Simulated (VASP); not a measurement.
Here is a VASP 6.6.1 calculation.

File INCAR:

```
SYSTEM = ZrB
ALGO = Normal
EDIFF = 1E-7
ENCUT = 520
GGA = PS
ISIF = 2
ISMEAR = 0
LASPH = .TRUE.
LCHARG = .TRUE.
LELF = .TRUE.
LREAL = .FALSE.
LVHAR = .TRUE.
LWAVE = .FALSE.
NBANDS = 23
NELM = 60
PREC = Accurate
SIGMA = 0.1
```

KPOINTS

```
k-points
0
G
  16 16 12
  0 0 0
```

POSCAR

```
ZrB
1.0
    2.4311025527      2.4311025527      0.0000000000
   -2.4311025527      2.4311025527      0.0000000000
    0.0000000000      0.0000000000      4.5704727991
Zr B
2 2
Direct
    0.0000000000      0.0000000000      0.0000000000
    0.5000000000      0.5000000000      0.5000000000
    0.5000000000      0.5000000000      0.0000000000
    0.0000000000      0.0000000000      0.5000000000
```

Potentials or basis: VASP PAW PBE potentials, release 64 (Zr_sv, B).

Command:

```bash
$ cat potpaw_PBE.64/Zr_sv/POTCAR potpaw_PBE.64/B/POTCAR > POTCAR
$ mpirun -np 1 vasp_std > vasp.out
```

Estimate the pressure.

13.1 GPa.

What does it give for the band gap on the k mesh?

Zero (bands 15 and 16 overlap by 3.57 eV).

Stress tensor (GPa, compression positive):
```
 4.84  0.00  0.00
 0.00  4.84  0.00
 0.00  0.00 29.71
```

Caveat: the cell differs from its parent crystal (strain along c alone, the other axes held: -6.0 %); the stress differs along the axes, from 5 to 30 GPa; the PAW data sets were made with another functional, which shifts forces and pressure a little.
